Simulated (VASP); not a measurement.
Write the native input for VASP 6.6.1 that does the following.

| Property | Result |
| --- | --- |
| Task | single point |
| Functional | PBEsol |
| Potentials or basis | VASP PAW PBE potentials, release 64 (Pb_d) |
| Cutoff | 520 eV |
| k mesh | 9 × 9 × 9 |
| Occupations | fermi-dirac, width 0.05 eV |
| Spin | no spin polarisation |
| Dipole correction | no |
| Further INCAR settings | ALGO = Normal; EDIFF = 1e-06; NBANDS = 13 |

The structure of Pb lies in POSCAR:

```
Pb
1.0
   -1.9497708760      1.9497708760      1.9497708760
    1.9497708760     -1.9497708760      1.9497708760
    1.9497708760      1.9497708760     -1.9497708760
Pb
1
Direct
    0.0000000000      0.0000000000      0.0000000000
```

This isn't the form of Pb at room conditions, which is fcc.

The input as run:

INCAR

```
  PREC = Accurate
  ENCUT = 520
  EDIFF = 1E-6
  ISMEAR = -1
  SIGMA = 0.05
  LREAL = F
  LASPH = T
  NELM = 100
  ALGO = Normal
  ISIF = 2
  LWAVE = F
  LCHARG = F
  GGA = PS
  NBANDS = 13
```

KPOINTS

```
Automatic mesh
0
Gamma
  9 9 9
```

Potentials or basis: VASP PAW PBE potentials, release 64 (Pb_d).

Launch:

```bash
$ cat potpaw_PBE.64/Pb_d/POTCAR > POTCAR
$ mpirun -np 1 vasp_std > vasp.out
```

It gave:

| Item | Value |
| --- | --- |
| Pressure | -0.1 GPa |
| Band gap on the k mesh | zero (bands 7 and 8 overlap by 9.98 eV) |

Caveat: the PAW data sets were made with another functional, which shifts forces and pressure a little; spin-orbit coupling is left out, which moves the levels of the heavy elements.

Wall time 19 s on 1 thread of Intel Xeon 8259CL (shared host), peak memory 0.16 GiB.
